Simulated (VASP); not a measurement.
A run of VASP 6.6.1 is set up as follows.

The input INCAR:

```
SYSTEM = Si3C
ALGO     = Normal         ! electronic algorithm
EDIFF    = 1E-7           ! SCF threshold, eV
ENCUT    = 520            ! plane-wave cutoff, eV
GGA      = PE             ! functional
ISIF     = 2              ! what is computed and relaxed
ISMEAR   = 0              ! smearing method
LASPH    = .TRUE.         ! aspherical terms in the spheres
LCHARG   = .TRUE.         ! write CHGCAR
LELF     = .TRUE.         ! ELF
LREAL    = .FALSE.        ! projectors in reciprocal space
LVHAR    = .TRUE.       
LWAVE    = .FALSE.        ! write WAVECAR
NBANDS   = 16             ! bands
NELM     = 100            ! most SCF steps
PREC     = Accurate       ! precision mode
SIGMA    = 0.1            ! smearing width, eV
```

KPOINTS

```
k-points
0
G
  6 6 4
  0 0 0
```

POSCAR

```
Si3C
1.0
    2.6511745176      0.0000000000      0.0000000000
    0.0000000000      2.6511745176      0.0000000000
    0.0000000000      0.0000000000      7.1068134999
Si C
3 1
Direct
    0.5000000000      0.5000000000      0.1681905921
    0.0000000000      0.0000000000      0.5000000000
    0.5000000000      0.5000000000      0.8318094079
    0.0000000000      0.0000000000      0.0000000000
```

Potentials or basis: VASP PAW PBE potentials, release 64 (Si, C).

Launch:

```bash
$ cat potpaw_PBE.64/Si/POTCAR potpaw_PBE.64/C/POTCAR > POTCAR
$ mpirun -np 1 vasp_std > vasp.out
```

Q: What does it give for the band gap on the k mesh?

A: Zero (bands 8 and 9 overlap by 4.70 eV).

Q: Estimate the largest force.

A: 0.016 eV/Å.

Q: Predict the pressure.

A: 0.0 GPa.

Stress tensor (GPa, compression positive):
```
 0.11  0.00  0.00
 0.00  0.11  0.00
 0.00  0.00 -0.07
```

Caveat: the k points lie up to 0.39 Å⁻¹ apart, too coarse for converged energies and pressures of a metal.
